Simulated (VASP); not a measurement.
# BiTe (Fm-3m) in VASP: notebook

The runs below take BiTe through vibrations by perturbation theory, elastic constants, with PBE.

All numbers are computed with VASP 6.6.1; they aren't measurements. Logs are shortened: lines on timing, memory, paths and dates and some standing lists are left out, and cuts for length are marked.

## 1. The cell of the first run

It takes space group Fm-3m (No. 225, cubic). The conventional cell has a = 6.553 Å, b = 6.553 Å, c = 6.553 Å, α = 90.00°, β = 90.00°, γ = 90.00°. Bi (site symmetry m-3m) has 6 Te at 3.28 Å within 4.3 Å. Te (site symmetry m-3m) has 6 Bi at 3.28 Å within 4.3 Å.

## 2. Vibrations by perturbation theory, PBE (35.17 Å³/atom)

File INCAR:

```
PREC     = Accurate       # precision mode
ENCUT    = 520            # plane-wave cutoff, eV
EDIFF    = 1E-8           # SCF threshold, eV
ISMEAR   = -1             # smearing method
SIGMA    = 0.15           # smearing width, eV
LREAL    = F              # projectors in reciprocal space
LASPH    = T              # aspherical terms in the spheres
NELM     = 60             # most SCF steps
ALGO     = Normal         # electronic algorithm
ISIF     = 2              # what is computed and relaxed
LWAVE    = F              # write WAVECAR
LCHARG   = F              # write CHGCAR
GGA      = PE             # functional
NBANDS   = 18             # bands
IBRION   = 8              # ionic algorithm
NSW      = 1              # ionic steps
```

File KPOINTS:

```
regular mesh
0
Gamma
  12 12 12
```

File POSCAR:

```
BiTe
1.0
    0.0000000000      3.2764357552      3.2764357552
    3.2764357552      0.0000000000      3.2764357552
    3.2764357552      3.2764357552      0.0000000000
Bi Te
1 1
Direct
    0.0000000000      0.0000000000      0.0000000000
    0.5000000000      0.5000000000      0.5000000000
```

Potentials or basis: VASP PAW PBE potentials, release 64 (Bi_d, Te).

Command:

```
> cat potpaw_PBE.64/Bi_d/POTCAR potpaw_PBE.64/Te/POTCAR > POTCAR
> mpirun -np 1 vasp_std > vasp.out
```

OUTCAR:

```text
PREC = Accurate
   ENCUT = 520
   EDIFF = 1E-8
   ISMEAR = -1
   LREAL = F
   LASPH = T
   NELM = 60
   ISIF = 2
   GGA = PE
   IBRION = 8
   NSW = 1

 ion  position               nearest neighbor table
   1  0.000  0.000  0.000-   2 3.28   2 3.28   2 3.28   2 3.28   2 3.28   2 3.28
   2  0.500  0.500  0.500-   1 3.28   1 3.28   1 3.28   1 3.28   1 3.28   1 3.28

  LATTYP: Found a face centered cubic cell.
 ALAT       =     6.5528715104

  Lattice vectors:

 A1 = (   0.0000000000,   3.2764357552,   3.2764357552)
 A2 = (   3.2764357552,   0.0000000000,   3.2764357552)
 A3 = (   3.2764357552,   3.2764357552,   0.0000000000)

Analysis of symmetry for initial positions (statically):
=====================================================================
 Subroutine PRICEL returns:
 Original cell was already a primitive cell.

 Routine SETGRP: Setting up the symmetry group for a
 face centered cubic supercell.

 Subroutine GETGRP returns: Found 48 space group operations
 (whereof 48 operations were pure point group operations)
 out of a pool of 48 trial point group operations.

The static configuration has the point symmetry O_h .

Analysis of symmetry for dynamics (positions and initial velocities):
=====================================================================
 Subroutine PRICEL returns:
 Original cell was already a primitive cell.

 Routine SETGRP: Setting up the symmetry group for a
 face centered cubic supercell.

 Subroutine GETGRP returns: Found 48 space group operations
 (whereof 48 operations were pure point group operations)
 out of a pool of 48 trial point group operations.

The dynamic configuration has the point symmetry O_h .

 Subroutine INISYM returns: Found 48 space group operations
 (whereof 48 operations are pure point group operations),
 and found     1 'primitive' translations

----------------------------------------------------------------------------------------

                                     Primitive cell

  volume of cell :      70.3453

  direct lattice vectors                    reciprocal lattice vectors
     0.000000000  3.276435755  3.276435755    -0.152604854  0.152604854  0.152604854
     3.276435755  0.000000000  3.276435755     0.152604854 -0.152604854  0.152604854
     3.276435755  3.276435755  0.000000000     0.152604854  0.152604854 -0.152604854

  length of vectors
     4.633579881  4.633579881  4.633579881     0.264319361  0.264319361  0.264319361

  position of ions in fractional coordinates (direct lattice)
     0.000000000  0.000000000  0.000000000
     0.500000000  0.500000000  0.500000000

  ion indices of the primitive-cell ions
   primitive index   ion index
                 1           1
                 2           2

----------------------------------------------------------------------------------------

 KPOINTS: regular mesh

Automatic generation of k-mesh.
 Grid dimensions read from file:
 generate k-points for:   12   12   12

 Generating k-lattice:

  Cartesian coordinates                     Fractional coordinates (reciprocal lattice)
    -0.012717071  0.012717071  0.012717071     0.083333333  0.000000000  0.000000000
     0.012717071 -0.012717071  0.012717071     0.000000000  0.083333333  0.000000000
     0.012717071  0.012717071 -0.012717071     0.000000000  0.000000000  0.083333333

  Length of vectors
     0.022026613  0.022026613  0.022026613

  Shift w.r.t. Gamma in fractional coordinates (k-lattice)
     0.000000000  0.000000000  0.000000000

 Subroutine IBZKPT returns following result:
 ===========================================

 Found     72 irreducible k-points:

 Following reciprocal coordinates:
            Coordinates               Weight
  0.000000  0.000000  0.000000      1.000000
  0.083333  0.000000  0.000000      8.000000
  0.166667  0.000000  0.000000      8.000000
  0.250000  0.000000  0.000000      8.000000
  0.333333  0.000000  0.000000      8.000000
  0.416667  0.000000  0.000000      8.000000
[... 16 lines left out ...]
  0.500000  0.166667  0.000000     24.000000
 -0.416667  0.166667  0.000000     24.000000
 [... further k-points ...]
   k-points           NKPTS =     72   k-points in BZ     NKDIM =     72   number of bands    NBANDS=     18
   number of dos      NEDOS =    301   number of ions     NIONS =      2
   total plane-waves  NPLWV =  46656
   dimension x,y,z NGX =    36 NGY =   36 NGZ =   36
   dimension x,y,z NGXF=    72 NGYF=   72 NGZF=   72
   ions per type =               1   1
   NGX,Y,Z   is equivalent  to a cutoff of  12.92, 12.92, 12.92 a.u.
   NGXF,Y,Z  is equivalent  to a cutoff of  25.83, 25.83, 25.83 a.u.
 SYSTEM =  unknown system
   PREC   = accura    normal or accurate (medium, high low for compatibility)
   ISTART =      0    job   : 0-new  1-cont  2-samecut
   ICHARG =      2    charge: 1-file 2-atom 10-const
   ISPIN  =      1    spin polarized calculation?
   LNONCOLLINEAR =      F non collinear calculations
   LSORBIT =      F    spin-orbit coupling
   LASPH  =      T    aspherical Exc in radial PAW
   ENCUT  =  520.0 eV  38.22 Ry    6.18 a.u.   8.62  8.62  8.62*2*pi/ulx,y,z
   NELM   =     60;   NELMIN=  2; NELMDL= -5     # of ELM steps
   EDIFF  = 0.1E-07   stopping-criterion for ELM
   LREAL  =      F    real-space projection
   EDIFFG = 0.1E-06   stopping-criterion for IOM
   NSW    =      1    number of steps for IOM
   IBRION =      8    ionic relax: 0-MD 1-quasi-New 2-CG
   NFREE  =      0    steps in history (QN), initial steepest desc. (CG)
   ISIF   =      2    stress and relaxation
   ISYM   =      2    0-nonsym 1-usesym 2-fastsym
   POTIM  = 0.5000    time-step for ionic-motion
   TEBEG  =    0.0;   TEEND  =   0.0 temperature during run
   PSTRESS=    0.0 pullay stress
   NELECT =      21.0000    total number of electrons
   NUPDOWN=      -1.0000    fix difference up-down
   EMIN   =  10.00;   EMAX   =-10.00  energy-range for DOS
   EFERMI =   0.00;   METHOD = LEGACY
   ISMEAR =    -1;   SIGMA  =   0.15  broadening in eV -4-tet -1-fermi 0-gaus
   EFERMI_NEDOS =   21; number of points for ismear=-14 and -15
   IALGO  =     38    algorithm
   IMIX   =      4    mixing-type and parameters
     AMIX     =   0.40;   BMIX     =  1.00
     AMIX_MAG =   1.60;   BMIX_MAG =  1.00
  volume/ion in A,a.u.               =      35.17       237.36
  Fermi-wavevector in a.u.,A,eV,Ry     =   1.094132  2.067609 16.287864  1.197124
  Thomas-Fermi vector in A             =   2.230431
   LORBIT       =      0    0 simple, 1 ext, 2 COOP (PROOUT), +10 PAW based schemes
   GGA     = PE    functional components
[... 5 lines left out ...]
 non-spin polarized calculation
  energy-cutoff  :      520.00
  volume of cell :       70.35
 maximum number of plane-waves:      1924
   NGX = 17   NGY = 17   NGZ = 17

--------------------------------------- Ionic step        1  -------------------------------------------

 number of electron      20.9999994 magnetization

 Free energy of the ion-electron system (eV)
  ---------------------------------------------------
  ext. energy  EPLUGINS =         0.00000000
  ---------------------------------------------------
  free energy    TOTEN  =        -7.22512786 eV

  energy without entropy =       -7.11641508  energy(sigma->0) =       -7.17077147

 E-fermi :   6.2096     XC(G=0):  -9.2639

 val. band max:        6.2067495186   @ k =   0.2500   0.1667   0.0000
 cond. band min:       6.2422696212   @ k =   0.4167   0.1667   0.0833
 fundamental gap:      0.0355201026
 Fermi energy:         6.2096113045

 k-point     1 :       0.0000    0.0000    0.0000
  band No.  band energies     occupation
      1     -16.9506      2.00000
      2     -16.9506      2.00000
      3     -16.9496      2.00000
      4     -16.9496      2.00000
      5     -16.9496      2.00000
      6      -7.0686      2.00000
[... 481 lines left out ...]
      5     -16.9435      2.00000
      6      -5.1925      2.00000
[... 10 lines left out ...]
     17      15.5455      0.00000
     18      16.7160      0.00000

 [... further k-points ...]

------------------------ aborting loop because EDIFF is reached ----------------------------------------

  FORCE on cell =-STRESS in cart. coord.  units (eV):
  Direction    XX          YY          ZZ          XY          YZ          ZX
  --------------------------------------------------------------------------------------
  -------------------------------------------------------------------------------------
  Total       -0.4034502     -0.4034502     -0.4034502     -0.0000000     -0.0000000      0.0000000
  in kB       -9.1889437     -9.1889437     -9.1889437     -0.0000000     -0.0000000      0.0000000
  external PRESSURE =      -9.1889437 kB  Pullay stress =       0.0000000 kB

 VOLUME and BASIS-vectors are now :
 -----------------------------------------------------------------------------
  energy-cutoff  :      520.00
  volume of cell :       70.35
      direct lattice vectors                 reciprocal lattice vectors
     0.000000000  3.276435755  3.276435755    -0.152604854  0.152604854  0.152604854
     3.276435755  0.000000000  3.276435755     0.152604854 -0.152604854  0.152604854
     3.276435755  3.276435755  0.000000000     0.152604854  0.152604854 -0.152604854

 POSITION                                       TOTAL-FORCE (eV/Angst)
 -----------------------------------------------------------------------------------
      0.00000      0.00000      0.00000         0.000000      0.000000     -0.000000
      3.27644      3.27644      3.27644         0.000000      0.000000      0.000000
 -----------------------------------------------------------------------------------
    total drift:                               -0.000000      0.000000      0.000000

  FREE ENERGIE OF THE ION-ELECTRON SYSTEM (eV)
  ---------------------------------------------------
  free  energy   TOTEN  =        -7.2251278564 eV

  energy  without entropy=       -7.1164150797  energy(sigma->0) =       -7.17077147

[... ionic steps 2 to 3 ...]

--------------------------------------- Ionic step        4  -------------------------------------------

------------------------ aborting loop because EDIFF is reached ----------------------------------------

[... ionic steps 5 to 6 ...]

--------------------------------------- Ionic step        7  -------------------------------------------

 Free energy of the ion-electron system (eV)
  ---------------------------------------------------
  ---------------------------------------------------
  free energy    TOTEN  =        -0.04709266 eV

  energy without entropy =       -0.04709268

------------------------ aborting loop because EDIFF is reached ----------------------------------------

 INTERNAL STRAIN TENSOR  FOR ION    2  DIRECTION 1   (eV/Angst):
 -----------------------------------------------------------------------------
     0.02124  0.00000  0.00000
    -0.00000  0.00429 -0.00000
     0.00000 -0.00000  0.00429

 INTERNAL STRAIN TENSOR FOR ION    2 for displacements in x,y,z  (eV/Angst):
          X           Y           Z          XY          YZ          ZX
  --------------------------------------------------------------------------------
  x     0.00000     0.00000     0.00000     0.00000     0.00000     0.00000
  y     0.00000     0.00000     0.00000     0.00000     0.00000     0.00000
  z     0.00000     0.00000     0.00000     0.00000     0.00000     0.00000

 SECOND DERIVATIVES (NOT SYMMETRIZED)
 ------------------------------------
               1X          1Y          1Z          2X          2Y          2Z
  1X    -1.803073    0.000000    0.000000    1.803073    0.000000    0.000000
  1Y     0.000000   -1.803073    0.000000    0.000000    1.803073    0.000000
  1Z     0.000000    0.000000   -1.803073    0.000000    0.000000    1.803073
  2X     1.830138    0.000000    0.000000   -1.830138    0.000000    0.000000
  2Y     0.000000    1.830138    0.000000    0.000000   -1.830138    0.000000
  2Z     0.000000    0.000000    1.830138    0.000000    0.000000   -1.830138

 Eigenvectors and eigenvalues of the dynamical matrix
 ----------------------------------------------------

   1 f  =    2.369415 THz    14.887471 2PiTHz   79.035161 cm-1     9.799107 meV
             X         Y         Z           dx          dy          dz
      0.000000  0.000000  0.000000    -0.317035   -0.169593   -0.496323
      3.276436  3.276436  3.276436     0.408759    0.218659    0.639917
[... 21 lines left out ...]
   6 f/i=    0.008548 THz     0.053708 2PiTHz    0.285129 cm-1     0.035352 meV
             X         Y         Z           dx          dy          dz
      0.000000  0.000000  0.000000     0.541684   -0.567482   -0.094512
      3.276436  3.276436  3.276436     0.420133   -0.440142   -0.073304

--------------------------------------------------------------------------------------------------------

 ELASTIC MODULI CONTR FROM IONIC RELAXATION (kBar)
 Direction    XX          YY          ZZ          XY          YZ          ZX
 --------------------------------------------------------------------------------
 XX           0.0000      0.0000      0.0000      0.0000      0.0000      0.0000
 YY           0.0000      0.0000      0.0000      0.0000      0.0000      0.0000
 ZZ           0.0000      0.0000      0.0000      0.0000      0.0000      0.0000
 XY           0.0000      0.0000      0.0000      0.0000      0.0000      0.0000
 YZ           0.0000      0.0000      0.0000      0.0000      0.0000      0.0000
 ZX           0.0000      0.0000      0.0000      0.0000      0.0000      0.0000
 --------------------------------------------------------------------------------
```

Run time: 26 min. Hardware: 1 thread of Intel Xeon 8259CL, shared host; peak memory 0.58 GiB.

Results:

```yaml
Highest_phonon_frequency_at_Γ_LO-TO_splitting_left_out: 79 cm⁻¹
```

Phonon frequencies in cm⁻¹ (negative: imaginary):
```
              q point     frequencies
(0.000, 0.000, 0.000)  0 0 0 79 79 79
```

Caveat: spin-orbit coupling is left out, which moves the levels of the heavy elements.

[end of part 1 of 2]
